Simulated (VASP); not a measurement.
# TaN in VASP: single point with PBE+D3(BJ)

Aim: the single point of TaN with PBE+D3(BJ).

Everything below comes from runs of VASP 6.6.1. Logs are shortened: lines on timing, memory, paths and dates and some standing lists are left out, and cuts for length are marked.

## Step 1: The cell of the first run

The cell holds a slab with vacuum, 32 atoms: a = 5.857 Å, b = 8.216 Å, c = 22.028 Å, α = 90.00°, β = 90.00°, γ = 110.88°.

## Step 2: Single point, PBE+D3(BJ)

File INCAR:

```
ALGO = Fast
DIPOL = 0.5 0.5 0.500
EDIFF = 1E-7
ENCUT = 520
GGA = PE
IDIPOL = 3
ISIF = 2
ISMEAR = 0
ISYM = 0
IVDW = 12
LASPH = True
LCHARG = True
LDIPOL = True
LELF = True
LREAL = Auto
LVACPOTAV = True
LVHAR = True
LWAVE = False
NBANDS = 150
NELM = 60
PREC = Accurate
SIGMA = 0.1
```

File KPOINTS:

```
k-points
0
Gamma
  4 3 1
```

File POSCAR:

```
TaN
1.0
    5.8570264689      0.0000000000      0.0000000000
   -2.9285132344      7.6762259480      0.0000000000
    0.0000000000      0.0000000000     22.0280172620
Ta N
16 16
Direct
    0.2159659586      0.9319319171      0.3631738574
    0.2159659586      0.4319319171      0.3631738574
    0.7159659585      0.9319319171      0.3631738574
    0.7159659586      0.4319319171      0.3631738574
    0.0751251088      0.6502502175      0.4495903685
    0.0751251087      0.1502502175      0.4495903685
    0.5751251088      0.6502502175      0.4495903685
    0.5751251088      0.1502502175      0.4495903685
    0.9352137762      0.3703226177      0.5371313873
    0.9352137762      0.8703226177      0.5371313873
    0.4352137762      0.3703226177      0.5371313873
    0.4352137762      0.8703226177      0.5371313873
    0.7902192826      0.0803767180      0.6226271538
    0.7902192826      0.5803767180      0.6226271538
    0.2902192826      0.0803767180      0.6226271538
    0.2902192826      0.5803767180      0.6226271538
    0.8591591502      0.7183183005      0.3775766093
    0.8591591502      0.2183183005      0.3775766093
    0.3591591502      0.7183183005      0.3775766093
    0.3591591502      0.2183183005      0.3775766093
    0.7183183005      0.4366366010      0.4639931204
    0.7183183005      0.9366366010      0.4639931204
    0.2183183005      0.4366366010      0.4639931204
    0.2183183005      0.9366366010      0.4639931204
    0.5779496702      0.1557011568      0.5510455762
    0.5779496702      0.6557011568      0.5510455762
    0.0779496702      0.1557011568      0.5510455762
    0.0779496702      0.6557011568      0.5510455762
    0.4449110494      0.8897919422      0.6345722362
    0.4449110494      0.3897919422      0.6345722362
    0.9449110494      0.8897919422      0.6345722362
    0.9449110494      0.3897919422      0.6345722362
```

Potentials or basis: VASP PAW PBE potentials, release 64 (Ta_pv, N).

Started as:

```
$ cat potpaw_PBE.64/Ta_pv/POTCAR potpaw_PBE.64/N/POTCAR > POTCAR
$ mpirun -np 1 vasp_std > vasp.out
```

OUTCAR:

```text
EDIFF = 1E-7
   ENCUT = 520
   GGA = PE
   ISIF = 2
   ISMEAR = 0
   ISYM = 0
   IVDW = 12
   LASPH = True
   LREAL = Auto
   NELM = 60
   PREC = Accurate
 IVDW          = 12

 ion  position               nearest neighbor table
   1  0.216  0.932  0.363-  19 2.22  20 2.22  17 2.22  24 2.22   5 2.88   3 2.93   8 2.93   6 2.93
                             3 2.93
   2  0.216  0.432  0.363-  20 2.22  19 2.22  18 2.22  23 2.22   6 2.88   5 2.93   7 2.93   4 2.93
                             4 2.93
   3  0.716  0.932  0.363-  18 2.22  17 2.22  19 2.22  22 2.22   7 2.88   8 2.93   1 2.93   6 2.93
                             1 2.93
   4  0.716  0.432  0.363-  18 2.22  17 2.22  20 2.22  21 2.22   8 2.88   7 2.93   5 2.93   2 2.93
                             2 2.93
   5  0.075  0.650  0.450-  19 2.22  23 2.22  17 2.22  21 2.22  24 2.22  28 2.24   1 2.88   9 2.89
                             2 2.93   4 2.93   7 2.93   7 2.93  10 2.95  12 2.95
   6  0.075  0.150  0.450-  18 2.22  20 2.22  22 2.22  24 2.22  23 2.22  27 2.24   2 2.88  10 2.89
                             8 2.93   3 2.93   1 2.93   8 2.93   9 2.95  11 2.95
   7  0.575  0.650  0.450-  17 2.22  21 2.22  19 2.22  23 2.22  22 2.22  26 2.24   3 2.88  11 2.89
                             4 2.93   2 2.93   5 2.93   5 2.93  12 2.95  10 2.95
   8  0.575  0.150  0.450-  18 2.22  22 2.22  20 2.22  24 2.22  21 2.22  25 2.24   4 2.88  12 2.89
                             3 2.93   6 2.93   1 2.93   6 2.93  11 2.95   9 2.95
   9  0.935  0.370  0.537-  32 2.15  28 2.21  25 2.23  27 2.23  23 2.24  21 2.24  16 2.88  14 2.88
[... 17 lines left out ...]
  19  0.359  0.718  0.378-   5 2.22   7 2.22   1 2.22   2 2.22   3 2.22
  20  0.359  0.218  0.378-   6 2.22   8 2.22   2 2.22   1 2.22   4 2.22
  21  0.718  0.437  0.464-   7 2.22   5 2.22   4 2.22   8 2.22  11 2.24   9 2.24
  22  0.718  0.937  0.464-   8 2.22   6 2.22   3 2.22   7 2.22  12 2.24  10 2.24
  23  0.218  0.437  0.464-   5 2.22   7 2.22   2 2.22   6 2.22   9 2.24  11 2.24
  24  0.218  0.937  0.464-   6 2.22   8 2.22   1 2.22   5 2.22  10 2.24  12 2.24
  25  0.578  0.156  0.551-  12 2.21   9 2.23  11 2.23  13 2.23  15 2.23   8 2.24
  26  0.578  0.656  0.551-  11 2.21  10 2.23  12 2.23  14 2.23  16 2.23   7 2.24
  27  0.078  0.156  0.551-  10 2.21  11 2.23   9 2.23  15 2.23  13 2.23   6 2.24
  28  0.078  0.656  0.551-   9 2.21  12 2.23  10 2.23  16 2.23  14 2.23   5 2.24
  29  0.445  0.890  0.635-  15 2.09  13 2.09  12 2.15  16 2.39
  30  0.445  0.390  0.635-  16 2.09  14 2.09  11 2.15  15 2.39
  31  0.945  0.890  0.635-  13 2.09  15 2.09  10 2.15  14 2.39
  32  0.945  0.390  0.635-  14 2.09  16 2.09   9 2.15  13 2.39

IMPORTANT INFORMATION: All symmetrisations will be switched off!
NOSYMM: (Re-)initialisation of all symmetry stuff for point group C_1.

----------------------------------------------------------------------------------------

                                     Primitive cell

  volume of cell :     990.3765

  direct lattice vectors                    reciprocal lattice vectors
     5.857026469  0.000000000  0.000000000     0.170735100  0.065136175  0.000000000
    -2.928513234  7.676225948  0.000000000     0.000000000  0.130272351  0.000000000
     0.000000000  0.000000000 22.028017262     0.000000000  0.000000000  0.045396732

  length of vectors
     5.857026469  8.215876981 22.028017262     0.182738052  0.130272351  0.045396732

  position of ions in fractional coordinates (direct lattice)
     0.215965959  0.931931917  0.363173857
     0.215965959  0.431931917  0.363173857
     0.715965958  0.931931917  0.363173857
     0.715965959  0.431931917  0.363173857
     0.075125109  0.650250218  0.449590368
     0.075125109  0.150250218  0.449590368
[... 24 lines left out ...]
     0.944911049  0.889791942  0.634572236
     0.944911049  0.389791942  0.634572236

  ion indices of the primitive-cell ions
   primitive index   ion index
                 1           1
                 2           2
                 3           3
                 4           4
                 5           5
                 6           6
[... 24 lines left out ...]
                31          31
                32          32

----------------------------------------------------------------------------------------

 KPOINTS: k-points

Automatic generation of k-mesh.
 Grid dimensions read from file:
 generate k-points for:    4    3    1

 Generating k-lattice:

  Cartesian coordinates                     Fractional coordinates (reciprocal lattice)
     0.042683775  0.016284044  0.000000000     0.250000000  0.000000000  0.000000000
     0.000000000  0.043424117  0.000000000     0.000000000  0.333333333  0.000000000
     0.000000000  0.000000000  0.045396732     0.000000000  0.000000000  1.000000000

  Length of vectors
     0.045684513  0.043424117  0.045396732

  Shift w.r.t. Gamma in fractional coordinates (k-lattice)
     0.000000000  0.000000000  0.000000000

[... 18 lines left out ...]

 WARNING: IBZKPT: internal override: KBLOWUP is changed to .FALSE.
      ... skipping the blow-up phase ...

 Subroutine IBZKPT returns following result:
 ===========================================

 Found      7 irreducible k-points:

 Following reciprocal coordinates:
            Coordinates               Weight
  0.000000  0.000000  0.000000      1.000000
  0.250000  0.000000  0.000000      2.000000
  0.500000  0.000000  0.000000      1.000000
  0.000000  0.333333  0.000000      2.000000
  0.250000  0.333333  0.000000      2.000000
  0.500000  0.333333  0.000000      2.000000
 -0.250000  0.333333  0.000000      2.000000
   k-points           NKPTS =      7   k-points in BZ     NKDIM =      7   number of bands    NBANDS=    150
   number of dos      NEDOS =    301   number of ions     NIONS =     32
   total plane-waves  NPLWV = 516096
   dimension x,y,z NGX =    48 NGY =   64 NGZ =  168
   dimension x,y,z NGXF=    96 NGYF=  128 NGZF=  336
   ions per type =              16  16
   NGX,Y,Z   is equivalent  to a cutoff of  13.62, 12.95, 12.68 a.u.
   NGXF,Y,Z  is equivalent  to a cutoff of  27.25, 25.90, 25.36 a.u.
 SYSTEM =  unknown system
   PREC   = accura    normal or accurate (medium, high low for compatibility)
   ISTART =      0    job   : 0-new  1-cont  2-samecut
   ICHARG =      2    charge: 1-file 2-atom 10-const
   ISPIN  =      1    spin polarized calculation?
   LNONCOLLINEAR =      F non collinear calculations
   LSORBIT =      F    spin-orbit coupling
   LASPH  =      T    aspherical Exc in radial PAW
   ENCUT  =  520.0 eV  38.22 Ry    6.18 a.u.  10.89 15.28 40.96*2*pi/ulx,y,z
   NELM   =     60;   NELMIN=  2; NELMDL= -5     # of ELM steps
   EDIFF  = 0.1E-06   stopping-criterion for ELM
   LREAL  =      T    real-space projection
   EDIFFG = 0.1E-05   stopping-criterion for IOM
   NSW    =      0    number of steps for IOM
   IBRION =     -1    ionic relax: 0-MD 1-quasi-New 2-CG
   NFREE  =      0    steps in history (QN), initial steepest desc. (CG)
   ISIF   =      2    stress and relaxation
   ISYM   =      0    0-nonsym 1-usesym 2-fastsym
   POTIM  = 0.5000    time-step for ionic-motion
   TEBEG  =    0.0;   TEEND  =   0.0 temperature during run
   PSTRESS=    0.0 pullay stress
   NELECT =     256.0000    total number of electrons
   NUPDOWN=      -1.0000    fix difference up-down
   EMIN   =  10.00;   EMAX   =-10.00  energy-range for DOS
   EFERMI =   0.00;   METHOD = LEGACY
   ISMEAR =     0;   SIGMA  =   0.10  broadening in eV -4-tet -1-fermi 0-gaus
   EFERMI_NEDOS =   21; number of points for ismear=-14 and -15
   IALGO  =     68    algorithm
   IMIX   =      4    mixing-type and parameters
     AMIX     =   0.40;   BMIX     =  1.00
     AMIX_MAG =   1.60;   BMIX_MAG =  1.00
  volume/ion in A,a.u.               =      30.95       208.86
  Fermi-wavevector in a.u.,A,eV,Ry     =   1.042849  1.970699 14.796795  1.087534
  Thomas-Fermi vector in A             =   2.177532
   LORBIT       =      0    0 simple, 1 ext, 2 COOP (PROOUT), +10 PAW based schemes
   GGA     = PE    functional components
   LHFCALC =     F    Hartree Fock is set to
   AEXX    =    0.0000 exact exchange contribution
   IVDW    =    12    specifies the selected vdW correction
   LEPSILON=     F    determine dielectric tensor
   LRPA    =     F    only Hartree local field effects (RPA)
 non-spin polarized calculation
 RMM-DIIS sequential band-by-band and
 Gauss-broadening in eV      SIGMA  =   0.10
  energy-cutoff  :      520.00
  volume of cell :      990.38
 maximum number of plane-waves:     26695
 NGX is ok and might be reduce to    48
   NGX = 21   NGY = 31   NGZ = 81

 dipolmoment           0.000000      0.000000      0.031736 electrons x Angstroem

 number of electron     255.9999986 magnetization

 dipolmoment           0.000000      0.000000     -0.148863 electrons x Angstroem

 Free energy of the ion-electron system (eV)
  ---------------------------------------------------
  ext. energy  EPLUGINS =         0.00000000
  ---------------------------------------------------
  free energy    TOTEN  =      -342.24571390 eV

  energy without entropy =     -342.12439812  energy(sigma->0) =     -342.18505601

 E-fermi :   0.3618     XC(G=0):  -5.6507

 val. band max:        0.3612526580   @ k =  -0.2500   0.3333   0.0000
 cond. band min:       0.3705204028   @ k =   0.0000   0.3333   0.0000
 fundamental gap:      0.0092677448
 Fermi energy:         0.3618391097

 k-point     1 :       0.0000    0.0000    0.0000
  band No.  band energies     occupation
      1     -35.3506      2.00000
      2     -35.3504      2.00000
      3     -35.2333      2.00000
      4     -35.2254      2.00000
      5     -35.1477      2.00000
      6     -35.1470      2.00000
[... 990 lines left out ...]
    139       1.9584      0.00000
    140       2.1657      0.00000
 [bands above 140 left out]

------------------------ aborting loop because EDIFF is reached ----------------------------------------

 Edisp (eV)  -10.27829

 E8    (eV) :    -4.8996

  FORCE on cell =-STRESS in cart. coord.  units (eV):
  Direction    XX          YY          ZZ          XY          YZ          ZX
  --------------------------------------------------------------------------------------
  -------------------------------------------------------------------------------------
  Total      -9.81131   -43.90678    -5.31584    -0.13519     1.33463     0.00290
  in kB     -15.87220   -71.03000    -8.59968    -0.21870     2.15910     0.00470
  external pressure =      -31.83 kB  Pullay stress =        0.00 kB

 VOLUME and BASIS-vectors are now :
 -----------------------------------------------------------------------------
  energy-cutoff  :      520.00
  volume of cell :      990.38
      direct lattice vectors                 reciprocal lattice vectors
     5.857026469  0.000000000  0.000000000     0.170735100  0.065136175  0.000000000
    -2.928513234  7.676225948  0.000000000     0.000000000  0.130272351  0.000000000
     0.000000000  0.000000000 22.028017262     0.000000000  0.000000000  0.045396732

 POSITION                                       TOTAL-FORCE (eV/Angst)
 -----------------------------------------------------------------------------------
     -1.46426      7.15372      8.00000         0.002615      0.274192      0.282810
      0.00000      3.31561      8.00000         0.002612      0.274189      0.282808
      1.46426      7.15372      8.00000         0.002613      0.274193      0.282809
      2.92851      3.31561      8.00000         0.002614      0.274192      0.282810
     -1.46426      4.99147      9.90358         0.002763      0.176249     -0.364043
     -0.00000      1.15335      9.90358         0.002763      0.176248     -0.364045
[... 24 lines left out ...]
      2.92860      6.83024     13.97837        -0.000945     -0.026366      0.020241
      4.39286      2.99213     13.97837        -0.000946     -0.026366      0.020243
 -----------------------------------------------------------------------------------
    total drift:                                0.012981      0.009626      0.005002

  FREE ENERGIE OF THE ION-ELECTRON SYSTEM (eV)
  ---------------------------------------------------
  free  energy   TOTEN  =      -352.5240068032 eV

  energy  without entropy=     -352.4026910178  energy(sigma->0) =     -352.46334891

 vacuum level on the upper side and lower side of the slab         3.968         4.567
```

Wall time 2.2 h (1 thread of Oxide Virtual Turin-like, shared host); peak memory 1.4 GiB.

Results:

```yaml
Free_energy: -352.5240 eV
Largest_force: 0.667 eV/Å
Band_gap_on_the_k_mesh: zero (bands 128 and 129 overlap by 0.40 eV)
Dispersion_energy_per_atom: -0.321 eV
```

Forces on the atoms (eV/Å):
```
Ta   0.003  0.274  0.283
Ta   0.003  0.274  0.283
Ta   0.003  0.274  0.283
Ta   0.003  0.274  0.283
Ta   0.003  0.176 -0.364
Ta   0.003  0.176 -0.364
Ta   0.003  0.176 -0.364
Ta   0.003  0.176 -0.364
Ta   0.001  0.009 -0.015
Ta   0.001  0.009 -0.015
Ta   0.001  0.009 -0.015
Ta   0.001  0.009 -0.015
Ta   0.001  0.050  0.008
Ta   0.001  0.050  0.008
Ta   0.001  0.050  0.008
Ta   0.001  0.050  0.008
N   -0.003 -0.504  0.437
N   -0.003 -0.504  0.437
N   -0.003 -0.504  0.437
N   -0.003 -0.504  0.437
N   -0.003  0.047 -0.391
N   -0.003  0.047 -0.391
N   -0.003  0.047 -0.391
N   -0.003  0.047 -0.391
N    0.000 -0.026  0.022
N    0.000 -0.026  0.022
N    0.000 -0.026  0.022
N    0.000 -0.026  0.022
N   -0.001 -0.026  0.020
N   -0.001 -0.026  0.020
N   -0.001 -0.026  0.020
N   -0.001 -0.026  0.020
```

Levels at points of the mesh, in eV from the Fermi level:
```csv
k point,band 125,band 126,band 127,band 128,band 129,band 130
"(0.00, 0.00, 0.00)",-0.36,-0.10,0.20,0.24,0.33,0.33
"(0.50, 0.00, 0.00)",-0.61,-0.61,-0.19,-0.19,-0.14,-0.14
```

Caveat: spin-orbit coupling is left out, which moves the levels of the heavy elements.
